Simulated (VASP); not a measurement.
# BiTe (I4/mmm) in VASP: further runs

BiTe is run at these levels: PBEsol; tasks: single point.

All numbers are computed with VASP 6.6.1; they aren't measurements. Logs are shortened: lines on timing, memory, paths and dates and some standing lists are left out, and cuts for length are marked.

### Step 1. The cell of the first run

Symmetry: I4/mmm, No. 139, tetragonal system. Conventional cell: a = 4.483 Å, b = 4.483 Å, c = 6.470 Å, α = 90.00°, β = 90.00°, γ = 90.00°. Bi (site symmetry 4/mmm) has 6 Te at 3.17 to 3.23 Å within 4.2 Å. Te (site symmetry 4/mmm) has 6 Bi at 3.17 to 3.23 Å within 4.2 Å.

### Step 2. Single point, PBEsol (strain -0.0200 x Voigt [1, 1, 0, 0, 0, 0])

File INCAR:

```
SYSTEM = BiTe
ALGO     = Normal         ! electronic algorithm
EDIFF    = 1E-6           ! SCF threshold, eV
ENCUT    = 520            ! plane-wave cutoff, eV
GGA      = PS             ! functional
ISIF     = 2              ! what is computed and relaxed
ISMEAR   = 1              ! smearing method
LASPH    = .True.         ! aspherical terms in the spheres
LCHARG   = .False.        ! write CHGCAR
LREAL    = .False.        ! projectors in reciprocal space
LWAVE    = .False.        ! write WAVECAR
NBANDS   = 18             ! bands
NELM     = 60             ! most SCF steps
PREC     = Accurate       ! precision mode
SIGMA    = 0.1            ! smearing width, eV
```

File KPOINTS:

```
k-points
0
Gamma
  14 14 14
  0 0 0
```

File POSCAR:

```
BiTe
1.0
    0.0000000000      3.1703000000      3.2350000000
    3.1703000000      0.0000000000      3.2350000000
    3.1703000000      3.1703000000      0.0000000000
Bi Te
1 1
Direct
    0.0000000000      0.0000000000      0.0000000000
    0.5000000000      0.5000000000      0.5000000000
```

Potentials or basis: VASP PAW PBE potentials, release 64 (Bi_d, Te).

Run with:

```sh
cat potpaw_PBE.64/Bi_d/POTCAR potpaw_PBE.64/Te/POTCAR > POTCAR
mpirun -np 1 vasp_std > vasp.out
```

OUTCAR:

```text
SYSTEM = BiTe
   EDIFF = 1E-6
   ENCUT = 520
   GGA = PS
   ISIF = 2
   ISMEAR = 1
   LASPH = .True.
   LREAL = .False.
   NELM = 60
   PREC = Accurate

 ion  position               nearest neighbor table
   1  0.000  0.000  0.000-   2 3.17   2 3.17   2 3.17   2 3.17   2 3.23   2 3.23
   2  0.500  0.500  0.500-   1 3.17   1 3.17   1 3.17   1 3.17   1 3.23   1 3.23

  LATTYP: Found a body centered tetragonal cell.
 ALAT       =     4.4834812568
 C/A-ratio  =     1.4430750636

  Lattice vectors:

 A1 = (  -3.1703000000,   0.0000000000,   3.2350000000)
 A2 = (   3.1703000000,   0.0000000000,   3.2350000000)
 A3 = (   0.0000000000,   3.1703000000,  -3.2350000000)

Analysis of symmetry for initial positions (statically):
=====================================================================
 Subroutine PRICEL returns:
 Original cell was already a primitive cell.

 Routine SETGRP: Setting up the symmetry group for a
 body centered tetragonal supercell.

 Subroutine GETGRP returns: Found 16 space group operations
 (whereof 16 operations were pure point group operations)
 out of a pool of 16 trial point group operations.

The static configuration has the point symmetry D_4h.

Analysis of symmetry for dynamics (positions and initial velocities):
=====================================================================
 Subroutine PRICEL returns:
 Original cell was already a primitive cell.

 Routine SETGRP: Setting up the symmetry group for a
 body centered tetragonal supercell.

 Subroutine GETGRP returns: Found 16 space group operations
 (whereof 16 operations were pure point group operations)
 out of a pool of 16 trial point group operations.

The dynamic configuration has the point symmetry D_4h.

 Subroutine INISYM returns: Found 16 space group operations
 (whereof 16 operations are pure point group operations),
 and found     1 'primitive' translations

----------------------------------------------------------------------------------------

                                     Primitive cell

  volume of cell :      65.0287

  direct lattice vectors                    reciprocal lattice vectors
     0.000000000  3.170300000  3.235000000    -0.157713781  0.157713781  0.154559505
     3.170300000  0.000000000  3.235000000     0.157713781 -0.157713781  0.154559505
     3.170300000  3.170300000  0.000000000     0.157713781  0.157713781 -0.154559505

  length of vectors
     4.529462119  4.529462119  4.483481257     0.271359382  0.271359382  0.271359382

  position of ions in fractional coordinates (direct lattice)
     0.000000000  0.000000000  0.000000000
     0.500000000  0.500000000  0.500000000

  ion indices of the primitive-cell ions
   primitive index   ion index
                 1           1
                 2           2

----------------------------------------------------------------------------------------

 KPOINTS: k-points

Automatic generation of k-mesh.
 Grid dimensions read from file:
 generate k-points for:   14   14   14

 Generating k-lattice:

  Cartesian coordinates                     Fractional coordinates (reciprocal lattice)
    -0.011265270  0.011265270  0.011039965     0.071428571  0.000000000  0.000000000
     0.011265270 -0.011265270  0.011039965     0.000000000  0.071428571  0.000000000
     0.011265270  0.011265270 -0.011039965     0.000000000  0.000000000  0.071428571

  Length of vectors
     0.019382813  0.019382813  0.019382813

  Shift w.r.t. Gamma in fractional coordinates (k-lattice)
     0.000000000  0.000000000  0.000000000

 Subroutine IBZKPT returns following result:
 ===========================================

 Found    244 irreducible k-points:

 Following reciprocal coordinates:
            Coordinates               Weight
  0.000000  0.000000  0.000000      1.000000
  0.071429  0.000000  0.000000      8.000000
  0.142857  0.000000  0.000000      8.000000
  0.214286 -0.000000  0.000000      8.000000
  0.285714  0.000000  0.000000      8.000000
  0.357143  0.000000  0.000000      8.000000
[... 16 lines left out ...]
  0.214286  0.142857  0.000000      8.000000
  0.285714  0.142857  0.000000      8.000000
 [... further k-points ...]
   k-points           NKPTS =    244   k-points in BZ     NKDIM =    244   number of bands    NBANDS=     18
   number of dos      NEDOS =    301   number of ions     NIONS =      2
   total plane-waves  NPLWV =  46656
   dimension x,y,z NGX =    36 NGY =   36 NGZ =   36
   dimension x,y,z NGXF=    72 NGYF=   72 NGZF=   72
   ions per type =               1   1
   NGX,Y,Z   is equivalent  to a cutoff of  13.21, 13.21, 13.35 a.u.
   NGXF,Y,Z  is equivalent  to a cutoff of  26.43, 26.43, 26.70 a.u.
 SYSTEM =  BiTe
   PREC   = accura    normal or accurate (medium, high low for compatibility)
   ISTART =      0    job   : 0-new  1-cont  2-samecut
   ICHARG =      2    charge: 1-file 2-atom 10-const
   ISPIN  =      1    spin polarized calculation?
   LNONCOLLINEAR =      F non collinear calculations
   LSORBIT =      F    spin-orbit coupling
   LASPH  =      T    aspherical Exc in radial PAW
   ENCUT  =  520.0 eV  38.22 Ry    6.18 a.u.   8.42  8.42  8.34*2*pi/ulx,y,z
   NELM   =     60;   NELMIN=  2; NELMDL= -5     # of ELM steps
   EDIFF  = 0.1E-05   stopping-criterion for ELM
   LREAL  =      F    real-space projection
   EDIFFG = 0.1E-04   stopping-criterion for IOM
   NSW    =      0    number of steps for IOM
   IBRION =     -1    ionic relax: 0-MD 1-quasi-New 2-CG
   NFREE  =      0    steps in history (QN), initial steepest desc. (CG)
   ISIF   =      2    stress and relaxation
   ISYM   =      2    0-nonsym 1-usesym 2-fastsym
   POTIM  = 0.5000    time-step for ionic-motion
   TEBEG  =    0.0;   TEEND  =   0.0 temperature during run
   PSTRESS=    0.0 pullay stress
   NELECT =      21.0000    total number of electrons
   NUPDOWN=      -1.0000    fix difference up-down
   EMIN   =  10.00;   EMAX   =-10.00  energy-range for DOS
   EFERMI =   0.00;   METHOD = LEGACY
   ISMEAR =     1;   SIGMA  =   0.10  broadening in eV -4-tet -1-fermi 0-gaus
   EFERMI_NEDOS =   21; number of points for ismear=-14 and -15
   IALGO  =     38    algorithm
   IMIX   =      4    mixing-type and parameters
     AMIX     =   0.40;   BMIX     =  1.00
     AMIX_MAG =   1.60;   BMIX_MAG =  1.00
  volume/ion in A,a.u.               =      32.51       219.42
  Fermi-wavevector in a.u.,A,eV,Ry     =   1.123172  2.122487 17.163958  1.261515
  Thomas-Fermi vector in A             =   2.259837
   LORBIT       =      0    0 simple, 1 ext, 2 COOP (PROOUT), +10 PAW based schemes
   GGA     = PS    functional components
   LHFCALC =     F    Hartree Fock is set to
   AEXX    =    0.0000 exact exchange contribution
   IVDW    =     0    specifies the selected vdW correction
   LEPSILON=     F    determine dielectric tensor
   LRPA    =     F    only Hartree local field effects (RPA)
 non-spin polarized calculation
 Methfessel and Paxton  Order N= 1 SIGMA  =   0.10
  energy-cutoff  :      520.00
  volume of cell :       65.03
 maximum number of plane-waves:      1793
 NGX is ok and might be reduce to    36
   NGX = 17   NGY = 17   NGZ = 17

 number of electron      21.0000003 magnetization

 Free energy of the ion-electron system (eV)
  ---------------------------------------------------
  ext. energy  EPLUGINS =         0.00000000
  ---------------------------------------------------
  free energy    TOTEN  =        -7.98163935 eV

  energy without entropy =       -7.98181670  energy(sigma->0) =       -7.98169847

 E-fermi :   6.9922     XC(G=0):  -9.7732

 val. band max:        6.9657213201   @ k =  -0.3571   0.3571   0.1429
 cond. band min:       7.0000240531   @ k =   0.2857   0.0000   0.1429
 fundamental gap:      0.0343027330
 Fermi energy:         6.9922427813

 k-point     1 :       0.0000    0.0000    0.0000
  band No.  band energies     occupation
      1     -16.1027      2.00000
      2     -16.0952      2.00000
      3     -16.0836      2.00000
      4     -16.0810      2.00000
      5     -16.0810      2.00000
      6      -6.8390      2.00000
[... 10 lines left out ...]
     17      13.0415      0.00000
     18      13.3193      0.00000

 k-point     2 :       0.0714    0.0000    0.0000
  band No.  band energies     occupation
      1     -16.1029      2.00000
      2     -16.0949      2.00000
      3     -16.0837      2.00000
      4     -16.0808      2.00000
      5     -16.0807      2.00000
      6      -6.7909      2.00000
[... 10 lines left out ...]
     17      13.3628      0.00000
     18      13.7265      0.00000

 k-point     3 :       0.1429    0.0000    0.0000
  band No.  band energies     occupation
      1     -16.1036      2.00000
      2     -16.0942      2.00000
      3     -16.0841      2.00000
      4     -16.0803      2.00000
      5     -16.0798      2.00000
      6      -6.6469      2.00000
[... 10 lines left out ...]
     17      14.1564      0.00000
     18      14.6797      0.00000

 k-point     4 :       0.2143   -0.0000    0.0000
  band No.  band energies     occupation
      1     -16.1047      2.00000
      2     -16.0934      2.00000
      3     -16.0846      2.00000
      4     -16.0793      2.00000
      5     -16.0784      2.00000
      6      -6.4089      2.00000
[... 10 lines left out ...]
     17      15.1825      0.00000
     18      15.7814      0.00000

 k-point     5 :       0.2857    0.0000    0.0000
  band No.  band energies     occupation
      1     -16.1060      2.00000
      2     -16.0930      2.00000
      3     -16.0849      2.00000
      4     -16.0781      2.00000
      5     -16.0768      2.00000
      6      -6.0806      2.00000
[... 10 lines left out ...]
     17      16.2163      0.00000
     18      16.8882      0.00000

 k-point     6 :       0.3571    0.0000    0.0000
  band No.  band energies     occupation
      1     -16.1072      2.00000
      2     -16.0931      2.00000
      3     -16.0849      2.00000
      4     -16.0769      2.00000
      5     -16.0753      2.00000
      6      -5.6679      2.00000
[... 10 lines left out ...]
     17      16.4945      0.00000
     18      17.8058      0.00000

 k-point     7 :       0.4286   -0.0000    0.0000
  band No.  band energies     occupation
      1     -16.1080      2.00000
      2     -16.0933      2.00000
      3     -16.0847      2.00000
      4     -16.0760      2.00000
      5     -16.0743      2.00000
      6      -5.1839      2.00000
[... 10 lines left out ...]
     17      15.6887      0.00000
     18      16.9341      0.00000

 k-point     8 :       0.5000    0.0000    0.0000
  band No.  band energies     occupation
      1     -16.1083      2.00000
      2     -16.0934      2.00000
      3     -16.0846      2.00000
      4     -16.0756      2.00000
      5     -16.0739      2.00000
      6      -4.7671      2.00000
[... 10 lines left out ...]
     17      15.2709      0.00000
     18      16.2240      0.00000
[... 229 lines left out ...]
     17      14.5471      0.00000
     18      16.5844      0.00000

 k-point    20 :      -0.1429    0.0714    0.0000
  band No.  band energies     occupation
      1     -16.1049      2.00000
      2     -16.0931      2.00000
      3     -16.0832      2.00000
      4     -16.0805      2.00000
      5     -16.0794      2.00000
      6      -6.5290      2.00000
[... 10 lines left out ...]
     17      13.6903      0.00000
     18      15.3088      0.00000

 k-point    21 :      -0.0714    0.0714    0.0000
  band No.  band energies     occupation
      1     -16.1038      2.00000
      2     -16.0940      2.00000
      3     -16.0833      2.00000
      4     -16.0809      2.00000
      5     -16.0803      2.00000
      6      -6.7074      2.00000
[... 10 lines left out ...]
     17      13.2627      0.00000
     18      14.3020      0.00000

 k-point    22 :       0.1429    0.1429    0.0000
  band No.  band energies     occupation
      1     -16.1017      2.00000
      2     -16.0960      2.00000
      3     -16.0865      2.00000
      4     -16.0787      2.00000
      5     -16.0787      2.00000
      6      -6.5997      2.00000
[... 10 lines left out ...]
     17      13.7828      0.00000
     18      14.0189      0.00000

 k-point    23 :       0.2143    0.1429    0.0000
  band No.  band energies     occupation
      1     -16.1016      2.00000
      2     -16.0960      2.00000
      3     -16.0879      2.00000
      4     -16.0776      2.00000
      5     -16.0775      2.00000
      6      -6.4363      2.00000
[... 10 lines left out ...]
     17      14.2296      0.00000
     18      14.4230      0.00000

 k-point    24 :       0.2857    0.1429    0.0000
  band No.  band energies     occupation
      1     -16.1022      2.00000
      2     -16.0955      2.00000
      3     -16.0890      2.00000
      4     -16.0766      2.00000
      5     -16.0760      2.00000
      6      -6.1833      2.00000
[... 10 lines left out ...]
     17      15.1010      0.00000
     18      15.2796      0.00000

 [... further k-points ...]

------------------------ aborting loop because EDIFF is reached ----------------------------------------

  FORCE on cell =-STRESS in cart. coord.  units (eV):
  Direction    XX          YY          ZZ          XY          YZ          ZX
  --------------------------------------------------------------------------------------
  -------------------------------------------------------------------------------------
  Total        0.3353455      0.3353455     -0.2843330      0.0000000      0.0000000      0.0000000
  in kB        8.2622438      8.2622438     -7.0053993      0.0000000      0.0000000      0.0000000
  external PRESSURE =       3.1730295 kB  Pullay stress =       0.0000000 kB

 VOLUME and BASIS-vectors are now :
 -----------------------------------------------------------------------------
  energy-cutoff  :      520.00
  volume of cell :       65.03
      direct lattice vectors                 reciprocal lattice vectors
     0.000000000  3.170300000  3.235000000    -0.157713781  0.157713781  0.154559505
     3.170300000  0.000000000  3.235000000     0.157713781 -0.157713781  0.154559505
     3.170300000  3.170300000  0.000000000     0.157713781  0.157713781 -0.154559505

 POSITION                                       TOTAL-FORCE (eV/Angst)
 -----------------------------------------------------------------------------------
      0.00000      0.00000      0.00000         0.000000      0.000000      0.000000
      3.17030      3.17030      3.23500        -0.000000     -0.000000     -0.000000
 -----------------------------------------------------------------------------------
    total drift:                               -0.000000      0.000000      0.000000

  FREE ENERGIE OF THE ION-ELECTRON SYSTEM (eV)
  ---------------------------------------------------
  free  energy   TOTEN  =        -7.9816393533 eV

  energy  without entropy=       -7.9818166969  energy(sigma->0) =       -7.98169847
```

Run time: 3.3 min. Hardware: 1 thread of Intel Xeon Platinum 8488C (Sapphire Rapids), shared host; peak memory 0.42 GiB.

Results:

```
Free energy : -7.9816 eV
Pressure    : 0.3 GPa
```

Stress tensor (GPa, compression positive):
```
 0.83  0.00  0.00
 0.00  0.83  0.00
 0.00  0.00 -0.70
```

Levels at points of the mesh, in eV from the Fermi level:
```tsv
k point	band 8	band 9	band 10	band 11	band 12	band 13
(0.00, 0.00, 0.00)	-2.74	-2.74	-2.46	1.91	2.39	2.39
(0.50, 0.00, 0.00)	-2.02	-1.97	-1.59	-0.90	-0.70	-0.67
(0.50, 0.50, 0.00)	-5.91	-4.19	-4.19	2.05	3.83	3.83
(0.50, 0.00, 0.50)	-5.99	-4.36	-4.08	2.01	3.51	4.01
```

Caveat: the cell differs from its parent crystal (strain -0.0200 x Voigt [1, 1, 0, 0, 0, 0]); the PAW data sets were made with another functional, which shifts forces and pressure a little; spin-orbit coupling is left out, which moves the levels of the heavy elements.

(Part 1 of 2 ends here.)
